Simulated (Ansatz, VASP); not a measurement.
## SnO: VASP beside Ansatz

INCAR

```
SYSTEM = SnO
ALGO = Normal ; EDIFF = 1E-6
ENCUT = 520 ; GGA = PS
GGA_COMPAT = .False. ; ISIF = 2
ISMEAR = -1 ; LASPH = .True.
LCHARG = .False. ; LORBIT = 11
LORBMOM = .True. ; LREAL = .False.
LSORBIT = .True. ; LWAVE = .False.
MAGMOM = 0 0 0 0 0 0 0 0 0 0 0 0 ; NBANDS = 54
NELM = 150 ; PREC = Accurate
SIGMA = 0.05
```

File KPOINTS:

```
k-points
0
Gamma
  8 5 6
  0 0 0
```

POSCAR

```
SnO
1.0
    3.3550050000      0.0000000000      0.0000000000
    0.0000000000      5.6741040000      0.0000000000
    0.0000000000      0.0000000000      4.2219700000
Sn O
2 2
Direct
    0.5000000000      0.7680910000      0.0131440000
    0.0000000000      0.2319090000      0.5131440000
    0.5000000000      0.1087500000      0.2368570000
    0.0000000000      0.8912500000      0.7368570000
```

input.yaml

```yaml
crystal:
  lattice:
    - [3.355005, 0.0, 0.0]
    - [0.0, 5.674104, 0.0]
    - [0.0, 0.0, 4.22197]
  atoms:
    - { symbol: Sn, position: [0.5, 0.768091, 0.013144] }
    - { symbol: Sn, position: [0.0, 0.231909, 0.513144] }
    - { symbol: O, position: [0.5, 0.10875, 0.236857] }
    - { symbol: O, position: [0.0, 0.89125, 0.736857] }
hamiltonian:
  xc: pbesol
  pseudopotentials: { kind: paw_fr }
magnetization:
  noncollinear: true
  spin_orbit: true
kpoints:
  mp_grid: { grid: [8, 5, 6] }
  band_path:
    path:
      - [[0.0, 0.0, 0.0], [-0.5, 0.0, 0.0], [-0.5, 0.0, -0.5], [0.0, 0.0, -0.5], [0.0, 0.0, 0.0], [0.0, -0.5, 0.0], [-0.5, -0.5, 0.0], [-0.5, -0.5, -0.5], [0.0, -0.5, -0.5], [0.0, -0.5, 0.0]]
      - [[0.0, 0.0, -0.5], [0.0, -0.5, -0.5]]
      - [[-0.5, -0.5, 0.0], [-0.5, 0.0, 0.0]]
      - [[-0.5, 0.0, -0.5], [-0.5, -0.5, -0.5]]
    npoints: 14
scf:
  occupations: { method: fermi_dirac, width: 0.05 }
  n_extra_bands: 10
output:
  forces: true
  stress: true
  eigenvalues: true
  fatbands: false
  write_density: true
  write_potential: true
  elf: true
  volumetric_format: npy
```

Alike in both runs: functional PBEsol; k mesh 8 × 5 × 6; occupations fermi-dirac, width 0.05 eV; non-collinear spin, spin-orbit coupling.

|  | VASP | Ansatz |
| --- | --- | --- |
| version | VASP 6.6.1 | Ansatz 0.2.0 |
| potentials or method | VASP PAW PBE potentials, release 64 (Sn_d, O) | Ansatz PAW |
| plane-wave cutoff (eV) | 520 | 420 |
| valence electrons in the cell | 40 | 40 |
| task | single point | band structure |

VASP gave:

```
pressure (GPa)                                                : -2.9
traceless stress, the component that is largest in VASP (GPa) : -0.64
rms of the force components (eV/Å)                            : 0.157
```

Q: Estimate Ansatz's values.

A: Pressure (GPa): -3.1; traceless stress, the component that is largest in VASP (GPa): -0.68; rms of the force components (eV/Å): 0.190.

VASP's potentials were made for PBE, not for PBEsol. Atom by atom the forces differ by 0.035 eV/Å (rms over components). With one functional, cell and mesh, what is left measures potentials, basis and numerics.

Noted on Ansatz's run: the k mesh misses the band edges, so the gap on the mesh is wider than the one along the path.
